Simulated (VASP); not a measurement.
# LiTlSe2 (P-4m2) in VASP: further runs, part 2 of 2

VASP 6.6.1. Earlier steps stand in the parts before.

## (4) Relaxation of cell and atoms, PBE

This run uses another cell than the first one, of 22.71 Å³/atom.

INCAR reads:

```
PREC     = Accurate       # precision mode
ENCUT    = 600            # plane-wave cutoff, eV
EDIFF    = 1E-6           # SCF threshold, eV
ISMEAR   = -1             # smearing method
SIGMA    = 0.02           # smearing width, eV
LREAL    = F              # projectors in reciprocal space
LASPH    = T              # aspherical terms in the spheres
NELM     = 60             # most SCF steps
ALGO     = Normal         # electronic algorithm
ISIF     = 3              # what is computed and relaxed
LWAVE    = F              # write WAVECAR
LCHARG   = F              # write CHGCAR
GGA      = PE             # functional
IBRION   = 2              # ionic algorithm
NSW      = 80             # ionic steps
EDIFFG   = -0.005         # ionic threshold
```

KPOINTS reads:

```
Automatic mesh
0
Gamma
  6 6 4
```

POSCAR reads:

```
LiTlSe2
1.0
    4.0049157295      0.0000000000      0.0000000000
    0.0000000000      4.0049157295      0.0000000000
    0.0000000000      0.0000000000      5.6638061408
Li Se Tl
1 2 1
Direct
    0.0000000000      0.0000000000      0.0000000000
    0.0000000000      0.5000000000      0.2500000000
    0.5000000000      0.0000000000      0.7500000000
    0.5000000000      0.5000000000      0.5000000000
```

Potentials or basis: VASP PAW PBE potentials, release 64 (Li_sv, Se, Tl_d).

The run is started by

```
> cat potpaw_PBE.64/Li_sv/POTCAR potpaw_PBE.64/Se/POTCAR potpaw_PBE.64/Tl_d/POTCAR > POTCAR
> mpirun -np 1 vasp_std > vasp.out
```

OUTCAR:

```text
PREC = Accurate
   ENCUT = 600
   EDIFF = 1E-6
   ISMEAR = -1
   LREAL = F
   LASPH = T
   NELM = 60
   ISIF = 3
   GGA = PE
   IBRION = 2
   NSW = 80
   EDIFFG = -0.005

 ion  position               nearest neighbor table
   1  0.000  0.000  0.000-   2 2.45   3 2.45   2 2.45   3 2.45
   2  0.000  0.500  0.250-   1 2.45   4 2.45   1 2.45   4 2.45
   3  0.500  0.000  0.750-   1 2.45   4 2.45   4 2.45   1 2.45
   4  0.500  0.500  0.500-   2 2.45   3 2.45   3 2.45   2 2.45

  LATTYP: Found a simple tetragonal cell.
 ALAT       =     4.0049157295
 C/A-ratio  =     1.4142135624

  Lattice vectors:

 A1 = (   4.0049157295,   0.0000000000,   0.0000000000)
 A2 = (   0.0000000000,   4.0049157295,   0.0000000000)
 A3 = (   0.0000000000,   0.0000000000,   5.6638061408)

Analysis of symmetry for initial positions (statically):
=====================================================================
 Subroutine PRICEL returns:
 Original cell was already a primitive cell.

 Routine SETGRP: Setting up the symmetry group for a
 simple tetragonal supercell.

 Subroutine GETGRP returns: Found  8 space group operations
 (whereof  8 operations were pure point group operations)
 out of a pool of 16 trial point group operations.

The static configuration has the point symmetry D_2d.

Analysis of symmetry for dynamics (positions and initial velocities):
=====================================================================
 Subroutine PRICEL returns:
 Original cell was already a primitive cell.

 Routine SETGRP: Setting up the symmetry group for a
 simple tetragonal supercell.

 Subroutine GETGRP returns: Found  8 space group operations
 (whereof  8 operations were pure point group operations)
 out of a pool of 16 trial point group operations.

The dynamic configuration has the point symmetry D_2d.

 Subroutine INISYM returns: Found  8 space group operations
 (whereof  8 operations are pure point group operations),
 and found     1 'primitive' translations

----------------------------------------------------------------------------------------

                                     Primitive cell

  volume of cell :      90.8438

  direct lattice vectors                    reciprocal lattice vectors
     4.004915730  0.000000000  0.000000000     0.249693144  0.000000000  0.000000000
     0.000000000  4.004915730  0.000000000     0.000000000  0.249693144  0.000000000
     0.000000000  0.000000000  5.663806141     0.000000000  0.000000000  0.176559715

  length of vectors
     4.004915730  4.004915730  5.663806141     0.249693144  0.249693144  0.176559715

  position of ions in fractional coordinates (direct lattice)
     0.000000000  0.000000000  0.000000000
     0.000000000  0.500000000  0.250000000
     0.500000000  0.000000000  0.750000000
     0.500000000  0.500000000  0.500000000

  ion indices of the primitive-cell ions
   primitive index   ion index
                 1           1
                 2           2
                 3           3
                 4           4

----------------------------------------------------------------------------------------

 KPOINTS: Automatic mesh

Automatic generation of k-mesh.
 Grid dimensions read from file:
 generate k-points for:    6    6    4

 Generating k-lattice:

  Cartesian coordinates                     Fractional coordinates (reciprocal lattice)
     0.041615524  0.000000000  0.000000000     0.166666667  0.000000000  0.000000000
     0.000000000  0.041615524  0.000000000     0.000000000  0.166666667  0.000000000
     0.000000000  0.000000000  0.044139929     0.000000000  0.000000000  0.250000000

  Length of vectors
     0.041615524  0.041615524  0.044139929

  Shift w.r.t. Gamma in fractional coordinates (k-lattice)
     0.000000000  0.000000000  0.000000000

 Subroutine IBZKPT returns following result:
 ===========================================

 Found     30 irreducible k-points:

 Following reciprocal coordinates:
            Coordinates               Weight
  0.000000  0.000000  0.000000      1.000000
  0.166667  0.000000  0.000000      4.000000
  0.333333  0.000000  0.000000      4.000000
  0.500000  0.000000  0.000000      2.000000
  0.166667  0.166667  0.000000      4.000000
  0.333333  0.166667  0.000000      8.000000
[... 16 lines left out ...]
  0.333333  0.000000  0.500000      4.000000
  0.500000  0.000000  0.500000      2.000000
 [... further k-points ...]
   k-points           NKPTS =     30   k-points in BZ     NKDIM =     30   number of bands    NBANDS=     18
   number of dos      NEDOS =    301   number of ions     NIONS =      4
   total plane-waves  NPLWV =  49152
   dimension x,y,z NGX =    32 NGY =   32 NGZ =   48
   dimension x,y,z NGXF=    64 NGYF=   64 NGZF=   96
   ions per type =               1   2   1
   NGX,Y,Z   is equivalent  to a cutoff of  13.28, 13.28, 14.09 a.u.
   NGXF,Y,Z  is equivalent  to a cutoff of  26.57, 26.57, 28.18 a.u.
 SYSTEM =  unknown system
   PREC   = accura    normal or accurate (medium, high low for compatibility)
   ISTART =      0    job   : 0-new  1-cont  2-samecut
   ICHARG =      2    charge: 1-file 2-atom 10-const
   ISPIN  =      1    spin polarized calculation?
   LNONCOLLINEAR =      F non collinear calculations
   LSORBIT =      F    spin-orbit coupling
   LASPH  =      T    aspherical Exc in radial PAW
   ENCUT  =  600.0 eV  44.10 Ry    6.64 a.u.   8.00  8.00 11.31*2*pi/ulx,y,z
   NELM   =     60;   NELMIN=  2; NELMDL= -5     # of ELM steps
   EDIFF  = 0.1E-05   stopping-criterion for ELM
   LREAL  =      F    real-space projection
   EDIFFG = -.5E-02   stopping-criterion for IOM
   NSW    =     80    number of steps for IOM
   IBRION =      2    ionic relax: 0-MD 1-quasi-New 2-CG
   NFREE  =      1    steps in history (QN), initial steepest desc. (CG)
   ISIF   =      3    stress and relaxation
   ISYM   =      2    0-nonsym 1-usesym 2-fastsym
   POTIM  = 0.5000    time-step for ionic-motion
   TEBEG  =    0.0;   TEEND  =   0.0 temperature during run
   PSTRESS=    0.0 pullay stress
   NELECT =      28.0000    total number of electrons
   NUPDOWN=      -1.0000    fix difference up-down
   EMIN   =  10.00;   EMAX   =-10.00  energy-range for DOS
   EFERMI =   0.00;   METHOD = LEGACY
   ISMEAR =    -1;   SIGMA  =   0.02  broadening in eV -4-tet -1-fermi 0-gaus
   EFERMI_NEDOS =   21; number of points for ismear=-14 and -15
   IALGO  =     38    algorithm
   IMIX   =      4    mixing-type and parameters
     AMIX     =   0.40;   BMIX     =  1.00
     AMIX_MAG =   1.60;   BMIX_MAG =  1.00
  volume/ion in A,a.u.               =      22.71       153.26
  Fermi-wavevector in a.u.,A,eV,Ry     =   1.105849  2.089751 16.638589  1.222902
  Thomas-Fermi vector in A             =   2.242342
   LORBIT       =      0    0 simple, 1 ext, 2 COOP (PROOUT), +10 PAW based schemes
   GGA     = PE    functional components
   LHFCALC =     F    Hartree Fock is set to
   AEXX    =    0.0000 exact exchange contribution
   IVDW    =     0    specifies the selected vdW correction
   LEPSILON=     F    determine dielectric tensor
   LRPA    =     F    only Hartree local field effects (RPA)
 conjugate gradient relaxation of ions
 non-spin polarized calculation
  energy-cutoff  :      600.00
  volume of cell :       90.84
 maximum number of plane-waves:      3080
 NGX is ok and might be reduce to    32
   NGX = 15   NGY = 15   NGZ = 23

--------------------------------------- Ionic step        1  -------------------------------------------

 number of electron      28.0000006 magnetization

 Free energy of the ion-electron system (eV)
  ---------------------------------------------------
  ext. energy  EPLUGINS =         0.00000000
  ---------------------------------------------------
  free energy    TOTEN  =       -12.44062241 eV

  energy without entropy =      -12.44062241  energy(sigma->0) =      -12.44062241

 E-fermi :   3.9466     XC(G=0):  -9.1136

 val. band max:        3.4274677787   @ k =   0.0000   0.0000   0.0000
 cond. band min:       4.3599102480   @ k =   0.0000   0.0000   0.0000
 fundamental gap:      0.9324424693
 Fermi energy:         3.9466100414

 k-point     1 :       0.0000    0.0000    0.0000
  band No.  band energies     occupation
      1     -41.1839      2.00000
      2     -10.2863      2.00000
      3      -9.9037      2.00000
      4      -8.2061      2.00000
      5      -8.2061      2.00000
      6      -7.9740      2.00000
[... 602 lines left out ...]
  FREE ENERGIE OF THE ION-ELECTRON SYSTEM (eV)
  ---------------------------------------------------
  free  energy   TOTEN  =       -13.6061053892 eV

  energy  without entropy=      -13.6061048145  energy(sigma->0) =      -13.60610510

[... ionic steps 4 to 17 ...]

--------------------------------------- Ionic step       18  -------------------------------------------

 number of electron      28.0000007 magnetization

------------------------ aborting loop because EDIFF is reached ----------------------------------------
[... 71 lines left out ...]
--------------------------------------- Ionic step       20  -------------------------------------------

 number of electron      28.0000008 magnetization

 Free energy of the ion-electron system (eV)
  ---------------------------------------------------
  ext. energy  EPLUGINS =         0.00000000
  ---------------------------------------------------
  free energy    TOTEN  =       -13.61212644 eV

  energy without entropy =      -13.61212549  energy(sigma->0) =      -13.61212597

 E-fermi :   1.6763     XC(G=0):  -8.2426

 val. band max:        1.4866585849   @ k =   0.0000   0.0000   0.0000
 cond. band min:       1.8499752727   @ k =   0.0000   0.0000   0.0000
 fundamental gap:      0.3633166877
 Fermi energy:         1.6762590189

 k-point     1 :       0.0000    0.0000    0.0000
  band No.  band energies     occupation
      1     -43.0449      2.00000
      2     -10.7387      2.00000
      3     -10.4628      2.00000
      4      -9.2295      2.00000
      5      -9.2295      2.00000
      6      -9.1286      2.00000
[... 526 lines left out ...]
  FREE ENERGIE OF THE ION-ELECTRON SYSTEM (eV)
  ---------------------------------------------------
  free  energy   TOTEN  =       -13.6121264448 eV

  energy  without entropy=      -13.6121254852  energy(sigma->0) =      -13.61212597

 reached required accuracy - stopping structural energy minimisation
```

Wall time 3.6 min (1 thread of Intel Xeon 6975P-C (Granite Rapids), shared host); peak memory 0.26 GiB.

What came out:

| Property | Result |
| --- | --- |
| Free energy | -13.6121 eV |
| Relaxed volume | 28.03 Å³/atom |
| Relaxed cell | a = 4.316 Å, b = 4.316 Å, c = 6.019 Å, α = 90.00°, β = 90.00°, γ = 90.00° |
| Space group after relaxing (to 0.1 Å) | P-4m2 (No. 115) |
| Energy gained by relaxing | 292.9 meV/atom |
| Ionic steps | 20 |
| Pressure after relaxing | 0.0 GPa |
| Band gap on the k mesh | 0.36 eV |

Step by step:
```csv
step,energy change (eV),largest force (eV/Å),pressure (GPa),volume (Å³)
1,0.0000,2.7510,16.47,90.84
2,-1.0308,0.3731,-3.02,125.13
3,-1.1655,0.1451,-0.08,113.61
4,-1.1655,0.1160,-0.25,114.11
5,-1.1673,0.0905,-0.20,113.71
6,-1.1702,0.0122,-0.04,112.54
7,-1.1703,0.0045,-0.01,112.29
8,-1.1707,0.0038,0.04,112.17
9,-1.1712,0.0152,0.07,112.01
10,-1.1711,0.0380,0.17,111.68
11,-1.1713,0.0263,0.13,111.84
12,-1.1715,0.0077,-0.01,112.21
13,-1.1715,0.0092,-0.01,112.18
14,-1.1715,0.0098,-0.01,112.17
15,-1.1715,0.0103,-0.01,112.16
16,-1.1714,0.0184,0.06,112.00
17,-1.1715,0.0110,0.01,112.15
18,-1.1715,0.0105,0.01,112.15
19,-1.1715,0.0068,0.00,112.15
20,-1.1715,0.0012,0.00,112.14
```

Final structure:
```
Li Se Tl
1.0
     4.31650    0.00000    0.00000
     0.00000    4.31650    0.00000
     0.00000    0.00000    6.01858
Li Se Tl
1 2 1
Direct
  0.00000 0.00000 0.00000
  0.00000 0.50000 0.22687
  0.50000 0.00000 0.77313
  0.50000 0.50000 0.50000
```

Caveat: the cutoff is under 1.25 times the usual one of these potentials, so pressure, stress and relaxed cells hold a basis-set (Pulay) error; the volume moved by over 15 % at a fixed basis, so the end points are rough; spin-orbit coupling is left out, which moves the levels of the heavy elements. A k mesh can miss the band edges.

## (5) The runs side by side

| task | level | cell | cutoff (eV) | smearing | gap on the mesh (eV) | largest force (eV/Å) |
| --- | --- | --- | --- | --- | --- | --- |
| single point | r2SCAN | a = 4.264, b = 4.264, c = 5.980 Å, 4 atoms, atomic positions A | 520 | fermi-dirac 0.02 eV | 0.71 | 0.01 |
| single point | r2SCAN | a = 4.264, b = 4.264, c = 5.980 Å, 4 atoms, atomic positions A | 520 | gaussian 0.01 eV | 0.71 | 0.01 |
| relaxation of cell and atoms | PBE | relaxed from a = 4.005, b = 4.005, c = 5.664 Å, 4 atoms, atomic positions B | 600 | fermi-dirac 0.02 eV | 0.36 | - |

Alike in all rows: potentials or basis VASP PAW PBE potentials, release 64 (Li_sv, Se, Tl_d); no spin polarisation; k mesh 6 × 6 × 4.

Caveats: the cutoff is under 1.25 times the usual one of these potentials, so pressure, stress and relaxed cells hold a basis-set (Pulay) error; spin-orbit coupling is left out, which moves the levels of the heavy elements; the PAW data sets were made with another functional, which shifts forces and pressure a little (at least some runs); the volume moved by over 15 % at a fixed basis, so the end points are rough (at least some runs).

Total energies depend on the potentials used, so only differences within one code and one set of settings carry meaning.
